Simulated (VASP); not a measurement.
# ZnSe (P4/nmm) in VASP: a series of runs

The runs below take ZnSe through single point, with LDA.

Everything below comes from runs of VASP 6.6.1. Logs are shortened: lines on timing, memory, paths and dates and some standing lists are left out, and cuts for length are marked.

### 1 The cell of the first run

Symmetry: P4/nmm, No. 129, tetragonal system. Conventional cell: a = 3.855 Å, b = 3.855 Å, c = 5.087 Å, α = 90.00°, β = 90.00°, γ = 90.00°. Zn (site symmetry -4m2) has 4 Se at 2.40 Å and 4 Zn at 2.73 Å within 3.2 Å. Within 3.2 Å of Se (site symmetry 4mm) lie 4 Zn at 2.40 Å.

### 2 Single point, LDA

Input file INCAR:

```
SYSTEM = ZnSe
ALGO = Normal
EDIFF = 1E-7
ENCUT = 520
GGA = CA
ISIF = 2
ISMEAR = 0
LASPH = .TRUE.
LCHARG = .FALSE.
LREAL = .FALSE.
LWAVE = .FALSE.
NBANDS = 26
NELM = 100
PREC = Accurate
SIGMA = 0.05
```

Input file KPOINTS:

```
k-points
0
G
  8 8 6
  0 0 0
```

Input file POSCAR:

```
ZnSe
1.0
    3.8547617266      0.0000000000      0.0000000000
    0.0000000000      3.8547617266      0.0000000000
    0.0000000000      0.0000000000      5.0874920055
Zn Se
2 2
Direct
    0.0000000000      0.0000000000      0.0000000000
    0.5000000000      0.5000000000      0.0000000000
    0.0000000000      0.5000000000      0.2796655406
    0.5000000000      0.0000000000      0.7203344594
```

Potentials or basis: VASP PAW LDA potentials, release 64 (Zn, Se).

Launch:

```sh
cat potpaw_LDA.64/Zn/POTCAR potpaw_LDA.64/Se/POTCAR > POTCAR
mpirun -np 1 vasp_std > vasp.out
```

OUTCAR:

```text
SYSTEM = ZnSe
   EDIFF = 1E-7
   ENCUT = 520
   GGA = CA
   ISIF = 2
   ISMEAR = 0
   LASPH = .TRUE.
   LREAL = .FALSE.
   NELM = 100
   PREC = Accurate

 ion  position               nearest neighbor table
   1  0.000  0.000  0.000-   3 2.40   4 2.40   3 2.40   4 2.40   2 2.73   2 2.73   2 2.73   2 2.73

   2  0.500  0.500  0.000-   3 2.40   4 2.40   4 2.40   3 2.40   1 2.73   1 2.73   1 2.73   1 2.73

   3  0.000  0.500  0.280-   1 2.40   2 2.40   1 2.40   2 2.40
   4  0.500  0.000  0.720-   1 2.40   2 2.40   2 2.40   1 2.40

  LATTYP: Found a simple tetragonal cell.
 ALAT       =     3.8547617266
 C/A-ratio  =     1.3197941575

  Lattice vectors:

 A1 = (   3.8547617266,   0.0000000000,   0.0000000000)
 A2 = (   0.0000000000,   3.8547617266,   0.0000000000)
 A3 = (   0.0000000000,   0.0000000000,   5.0874920055)

Analysis of symmetry for initial positions (statically):
=====================================================================
 Subroutine PRICEL returns:
 Original cell was already a primitive cell.

 Routine SETGRP: Setting up the symmetry group for a
 simple tetragonal supercell.

 Subroutine GETGRP returns: Found 16 space group operations
 (whereof  8 operations were pure point group operations)
 out of a pool of 16 trial point group operations.

The static configuration has the point symmetry D_2d.
 The point group associated with its full space group is D_4h.

Analysis of symmetry for dynamics (positions and initial velocities):
=====================================================================
 Subroutine PRICEL returns:
 Original cell was already a primitive cell.

 Routine SETGRP: Setting up the symmetry group for a
 simple tetragonal supercell.

 Subroutine GETGRP returns: Found 16 space group operations
 (whereof  8 operations were pure point group operations)
 out of a pool of 16 trial point group operations.

The dynamic configuration has the point symmetry D_2d.
 The point group associated with its full space group is D_4h.

 Subroutine INISYM returns: Found 16 space group operations
 (whereof  8 operations are pure point group operations),
 and found     1 'primitive' translations

----------------------------------------------------------------------------------------

                                     Primitive cell

  volume of cell :      75.5960

  direct lattice vectors                    reciprocal lattice vectors
     3.854761727  0.000000000  0.000000000     0.259419407  0.000000000  0.000000000
     0.000000000  3.854761727  0.000000000     0.000000000  0.259419407  0.000000000
     0.000000000  0.000000000  5.087492005     0.000000000  0.000000000  0.196560505

  length of vectors
     3.854761727  3.854761727  5.087492005     0.259419407  0.259419407  0.196560505

  position of ions in fractional coordinates (direct lattice)
     0.000000000  0.000000000  0.000000000
     0.500000000  0.500000000  0.000000000
     0.000000000  0.500000000  0.279665541
     0.500000000  0.000000000  0.720334459

  ion indices of the primitive-cell ions
   primitive index   ion index
                 1           1
                 2           2
                 3           3
                 4           4

----------------------------------------------------------------------------------------

 KPOINTS: k-points

Automatic generation of k-mesh.
 Grid dimensions read from file:
 generate k-points for:    8    8    6

 Generating k-lattice:

  Cartesian coordinates                     Fractional coordinates (reciprocal lattice)
     0.032427426  0.000000000  0.000000000     0.125000000  0.000000000  0.000000000
     0.000000000  0.032427426  0.000000000     0.000000000  0.125000000  0.000000000
     0.000000000  0.000000000  0.032760084     0.000000000  0.000000000  0.166666667

  Length of vectors
     0.032427426  0.032427426  0.032760084

  Shift w.r.t. Gamma in fractional coordinates (k-lattice)
     0.000000000  0.000000000  0.000000000

 Subroutine IBZKPT returns following result:
 ===========================================

 Found     60 irreducible k-points:

 Following reciprocal coordinates:
            Coordinates               Weight
  0.000000  0.000000  0.000000      1.000000
  0.125000  0.000000  0.000000      4.000000
  0.250000  0.000000  0.000000      4.000000
  0.375000  0.000000  0.000000      4.000000
  0.500000  0.000000  0.000000      2.000000
  0.125000  0.125000  0.000000      4.000000
[... 16 lines left out ...]
  0.375000  0.125000  0.166667     16.000000
  0.500000  0.125000  0.166667      8.000000
 [... further k-points ...]
   k-points           NKPTS =     60   k-points in BZ     NKDIM =     60   number of bands    NBANDS=     26
   number of dos      NEDOS =    301   number of ions     NIONS =      4
   total plane-waves  NPLWV =  36000
   dimension x,y,z NGX =    30 NGY =   30 NGZ =   40
   dimension x,y,z NGXF=    60 NGYF=   60 NGZF=   80
   ions per type =               2   2
   NGX,Y,Z   is equivalent  to a cutoff of  12.94, 12.94, 13.07 a.u.
   NGXF,Y,Z  is equivalent  to a cutoff of  25.88, 25.88, 26.14 a.u.
 SYSTEM =  ZnSe
   PREC   = accura    normal or accurate (medium, high low for compatibility)
   ISTART =      0    job   : 0-new  1-cont  2-samecut
   ICHARG =      2    charge: 1-file 2-atom 10-const
   ISPIN  =      1    spin polarized calculation?
   LNONCOLLINEAR =      F non collinear calculations
   LSORBIT =      F    spin-orbit coupling
   LASPH  =      T    aspherical Exc in radial PAW
   ENCUT  =  520.0 eV  38.22 Ry    6.18 a.u.   7.17  7.17  9.46*2*pi/ulx,y,z
   NELM   =    100;   NELMIN=  2; NELMDL= -5     # of ELM steps
   EDIFF  = 0.1E-06   stopping-criterion for ELM
   LREAL  =      F    real-space projection
   EDIFFG = 0.1E-05   stopping-criterion for IOM
   NSW    =      0    number of steps for IOM
   IBRION =     -1    ionic relax: 0-MD 1-quasi-New 2-CG
   NFREE  =      0    steps in history (QN), initial steepest desc. (CG)
   ISIF   =      2    stress and relaxation
   ISYM   =      2    0-nonsym 1-usesym 2-fastsym
   POTIM  = 0.5000    time-step for ionic-motion
   TEBEG  =    0.0;   TEEND  =   0.0 temperature during run
   PSTRESS=    0.0 pullay stress
   NELECT =      36.0000    total number of electrons
   NUPDOWN=      -1.0000    fix difference up-down
   EMIN   =  10.00;   EMAX   =-10.00  energy-range for DOS
   EFERMI =   0.00;   METHOD = LEGACY
   ISMEAR =     0;   SIGMA  =   0.05  broadening in eV -4-tet -1-fermi 0-gaus
   EFERMI_NEDOS =   21; number of points for ismear=-14 and -15
   IALGO  =     38    algorithm
   IMIX   =      4    mixing-type and parameters
     AMIX     =   0.40;   BMIX     =  1.00
     AMIX_MAG =   1.60;   BMIX_MAG =  1.00
  volume/ion in A,a.u.               =      18.90       127.54
  Fermi-wavevector in a.u.,A,eV,Ry     =   1.278427  2.415877 22.237043  1.634377
  Thomas-Fermi vector in A             =   2.410971
   LORBIT       =      0    0 simple, 1 ext, 2 COOP (PROOUT), +10 PAW based schemes
   GGA     = CA    functional components
   LHFCALC =     F    Hartree Fock is set to
   AEXX    =    0.0000 exact exchange contribution
   IVDW    =     0    specifies the selected vdW correction
   LEPSILON=     F    determine dielectric tensor
   LRPA    =     F    only Hartree local field effects (RPA)
 non-spin polarized calculation
 Gauss-broadening in eV      SIGMA  =   0.05
  energy-cutoff  :      520.00
  volume of cell :       75.60
 maximum number of plane-waves:      2068
 NGX is ok and might be reduce to    30
   NGX = 15   NGY = 15   NGZ = 19

 number of electron      35.9999969 magnetization

 Free energy of the ion-electron system (eV)
  ---------------------------------------------------
  ext. energy  EPLUGINS =         0.00000000
  ---------------------------------------------------
  free energy    TOTEN  =       -13.80452697 eV

  energy without entropy =      -13.80452697  energy(sigma->0) =      -13.80452697

 E-fermi :   3.6324     XC(G=0): -10.5956

 val. band max:        3.3575421516   @ k =   0.0000   0.0000   0.0000
 cond. band min:       4.9712565373   @ k =   0.0000   0.0000   0.0000
 fundamental gap:      1.6137143857
 Fermi energy:         3.6324445359

 k-point     1 :       0.0000    0.0000    0.0000
  band No.  band energies     occupation
      1     -11.3027      2.00000
      2      -9.5509      2.00000
      3      -4.6782      2.00000
      4      -4.5634      2.00000
      5      -4.4369      2.00000
      6      -4.4369      2.00000
[... 18 lines left out ...]
     25      13.9054      0.00000
     26      14.4544      0.00000

 k-point     2 :       0.1250    0.0000    0.0000
  band No.  band energies     occupation
      1     -11.2067      2.00000
      2      -9.5638      2.00000
      3      -4.6155      2.00000
      4      -4.5514      2.00000
      5      -4.4333      2.00000
      6      -4.3966      2.00000
[... 18 lines left out ...]
     25      12.7276      0.00000
     26      13.4533      0.00000

 k-point     3 :       0.2500    0.0000    0.0000
  band No.  band energies     occupation
      1     -10.9359      2.00000
      2      -9.6299      2.00000
      3      -4.5007      2.00000
      4      -4.4483      2.00000
      5      -4.4077      2.00000
      6      -4.2943      2.00000
[... 18 lines left out ...]
     25      11.4475      0.00000
     26      12.7094      0.00000

 k-point     4 :       0.3750    0.0000    0.0000
  band No.  band energies     occupation
      1     -10.5464      2.00000
      2      -9.8102      2.00000
      3      -4.4001      2.00000
      4      -4.3272      2.00000
      5      -4.2263      2.00000
      6      -4.2055      2.00000
[... 18 lines left out ...]
     25      11.5735      0.00000
     26      11.8984      0.00000

 k-point     5 :       0.5000    0.0000    0.0000
  band No.  band energies     occupation
      1     -10.1345      2.00000
      2     -10.1345      2.00000
      3      -4.2580      2.00000
      4      -4.2580      2.00000
      5      -4.1934      2.00000
      6      -4.1934      2.00000
[... 18 lines left out ...]
     25      11.4909      0.00000
     26      11.4909      0.00000

 k-point     6 :       0.1250    0.1250    0.0000
  band No.  band energies     occupation
      1     -11.1126      2.00000
      2      -9.5713      2.00000
      3      -4.6107      2.00000
      4      -4.5185      2.00000
      5      -4.3975      2.00000
      6      -4.3585      2.00000
[... 427 lines left out ...]
 k-point    21 :       0.1250    0.1250    0.1667
  band No.  band energies     occupation
      1     -11.0325      2.00000
      2      -9.6805      2.00000
      3      -4.6129      2.00000
      4      -4.5236      2.00000
      5      -4.4057      2.00000
      6      -4.3691      2.00000
[... 18 lines left out ...]
     25      11.1157      0.00000
     26      13.1223      0.00000

 k-point    22 :       0.2500    0.1250    0.1667
  band No.  band energies     occupation
      1     -10.7785      2.00000
      2      -9.7000      2.00000
      3      -4.6129      2.00000
      4      -4.4161      2.00000
      5      -4.3022      2.00000
      6      -4.2662      2.00000
[... 18 lines left out ...]
     25      10.4992      0.00000
     26      13.0221      0.00000

 k-point    23 :       0.3750    0.1250    0.1667
  band No.  band energies     occupation
      1     -10.4223      2.00000
      2      -9.8115      2.00000
      3      -4.5492      2.00000
      4      -4.2817      2.00000
      5      -4.1994      2.00000
      6      -4.1749      2.00000
[... 18 lines left out ...]
     25      12.0078      0.00000
     26      12.7494      0.00000

 k-point    24 :       0.5000    0.1250    0.1667
  band No.  band energies     occupation
      1     -10.0647      2.00000
      2     -10.0647      2.00000
      3      -4.3881      2.00000
      4      -4.3881      2.00000
      5      -4.1394      2.00000
      6      -4.1394      2.00000
[... 18 lines left out ...]
     25      12.4736      0.00000
     26      12.4736      0.00000

 [... further k-points ...]

------------------------ aborting loop because EDIFF is reached ----------------------------------------

  FORCE on cell =-STRESS in cart. coord.  units (eV):
  Direction    XX          YY          ZZ          XY          YZ          ZX
  --------------------------------------------------------------------------------------
  -------------------------------------------------------------------------------------
  Total        4.6466681      4.6466681      4.3173251      0.0000000      0.0000000      0.0000000
  in kB       98.4812202     98.4812202     91.5011429      0.0000000      0.0000000      0.0000000
  external PRESSURE =      96.1545278 kB  Pullay stress =       0.0000000 kB

 VOLUME and BASIS-vectors are now :
 -----------------------------------------------------------------------------
  energy-cutoff  :      520.00
  volume of cell :       75.60
      direct lattice vectors                 reciprocal lattice vectors
     3.854761727  0.000000000  0.000000000     0.259419407  0.000000000  0.000000000
     0.000000000  3.854761727  0.000000000     0.000000000  0.259419407  0.000000000
     0.000000000  0.000000000  5.087492005     0.000000000  0.000000000  0.196560505

 POSITION                                       TOTAL-FORCE (eV/Angst)
 -----------------------------------------------------------------------------------
      0.00000      0.00000      0.00000         0.000000      0.000000      0.000000
      1.92738      1.92738      0.00000         0.000000     -0.000000      0.000000
      0.00000      1.92738      1.42280        -0.000000      0.000000      1.253835
      1.92738      0.00000      3.66470         0.000000      0.000000     -1.253835
 -----------------------------------------------------------------------------------
    total drift:                                0.000000      0.000000      0.000000

  FREE ENERGIE OF THE ION-ELECTRON SYSTEM (eV)
  ---------------------------------------------------
  free  energy   TOTEN  =       -13.8045269699 eV

  energy  without entropy=      -13.8045269699  energy(sigma->0) =      -13.80452697
```

It took 52 s on 1 thread of AMD EPYC 9R45 (Zen 5), shared host; peak memory 0.2 GiB.

Results:

* Free energy: -13.8045 eV
* Pressure: 9.6 GPa
* Largest force: 1.254 eV/Å
* Band gap on the k mesh: 1.61 eV

Forces on the atoms (eV/Å):
```
Zn   0.000  0.000  0.000
Zn   0.000  0.000  0.000
Se   0.000  0.000  1.254
Se   0.000  0.000 -1.254
```

Caveat: the cell stands under pressure; forces of over 1 eV/Å act on the atoms, so gaps and moduli don't describe the material at rest.

### 3 Single point, LDA (atoms shifted along a free coordinate)

Input file INCAR:

```
PREC     = Accurate       # precision mode
ENCUT    = 520            # plane-wave cutoff, eV
EDIFF    = 1E-6           # SCF threshold, eV
ISMEAR   = 0              # smearing method
SIGMA    = 0.05           # smearing width, eV
LREAL    = F              # projectors in reciprocal space
LASPH    = T              # aspherical terms in the spheres
NELM     = 80             # most SCF steps
ALGO     = Normal         # electronic algorithm
ISIF     = 2              # what is computed and relaxed
LWAVE    = F              # write WAVECAR
LCHARG   = F              # write CHGCAR
GGA      = CA             # functional
NBANDS   = 26             # bands
```

Input file KPOINTS:

```
regular mesh
0
Gamma
  8 8 6
```

Input file POSCAR:

```
ZnSe
1.0
    3.9198109590      0.0000000000      0.0000000000
    0.0000000000      3.9198109590      0.0000000000
    0.0000000000      0.0000000000      5.1733436024
Zn Se
2 2
Direct
    0.0000000000      0.0000000000      0.0000000000
    0.5000000000      0.5000000000      0.0000000000
    0.0000000000      0.5000000000      0.2984995820
    0.5000000000      0.0000000000      0.7015004180
```

Potentials or basis: VASP PAW LDA potentials, release 64 (Zn, Se).

Launch:

```sh
cat potpaw_LDA.64/Zn/POTCAR potpaw_LDA.64/Se/POTCAR > POTCAR
mpirun -np 1 vasp_std > vasp.out
```

Wall time 44 s (1 thread of AMD EPYC 9R45 (Zen 5), shared host); peak memory 0.2 GiB.

It converged, with:

```
Free energy            : -13.9769 eV
Pressure               : 0.2 GPa
Largest force          : 0.542 eV/Å
Band gap on the k mesh : 1.30 eV
```

Forces in eV/Å, atoms in the order of the input:
```
Zn   0.000  0.000  0.000
Zn   0.000  0.000  0.000
Se   0.000  0.000 -0.542
Se   0.000  0.000  0.542
```

Stress tensor (GPa, compression positive):
```
 1.11  0.00  0.00
 0.00  1.11  0.00
 0.00  0.00 -1.48
```

Levels at points of the mesh, in eV from the valence-band top:
```csv
k point,band 16,band 17,band 18,band 19,band 20,band 21
"(0.00, 0.00, 0.00)",-0.79,0.00,0.00,1.30,1.63,2.66
"(0.50, 0.00, 0.00)",-2.98,-1.28,-1.28,3.69,3.69,4.68
"(0.50, 0.50, 0.00)",-2.86,-2.34,-2.34,2.00,2.00,2.24
"(0.00, 0.00, 0.50)",-2.16,-1.28,-1.28,2.12,3.25,4.06
"(0.50, 0.00, 0.50)",-1.14,-0.90,-0.90,1.91,1.91,5.26
"(0.50, 0.50, 0.50)",-4.05,-3.68,-3.68,4.77,4.77,5.08
```

Caveat: the cell differs from its parent crystal (atoms shifted along a free coordinate). A k mesh can miss the band edges.

[end of part 1 of 2]
